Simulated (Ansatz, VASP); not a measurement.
One calculation of Pt, two programs

```
Pt
1.0
    -1.59087    1.59087    1.59087
     1.59087   -1.59087    1.59087
     1.59087    1.59087   -1.59087
Pt
1
Cartesian
  0.0000 0.0000 0.0000
```

Alike in both runs: task single point; functional LDA; k mesh 22 × 22 × 22; occupations gaussian, width 0.15 eV; no spin polarisation.

|  | VASP | Ansatz |
| --- | --- | --- |
| version | VASP 6.6.1 | Ansatz 0.2.0 |
| potentials or method | VASP PAW LDA potentials, release 64 (Pt), cutoff 520 eV | scalar-relativistic, plane waves, PAW |
| valence electrons in the cell | 10 | 18 |

|  | VASP | Ansatz | Ansatz less VASP |
| --- | --- | --- | --- |
| gap on the k mesh at the Fermi level (eV) | none | none | - |
| pressure (GPa) | -17.8 | -18.4 | -0.55 |

Ansatz warns that its potentials were made for another functional, while VASP's fit it. LDA's correlation is that of Perdew and Zunger in VASP and of Perdew and Wang (1992) in Ansatz. A gap of «none» marks a metal or a gap that the smearing closes. VASP's potentials hold 10 valence electrons a cell and Ansatz's 18, so a difference there can come from the potentials and not from the codes.

Spin-orbit coupling is off throughout.
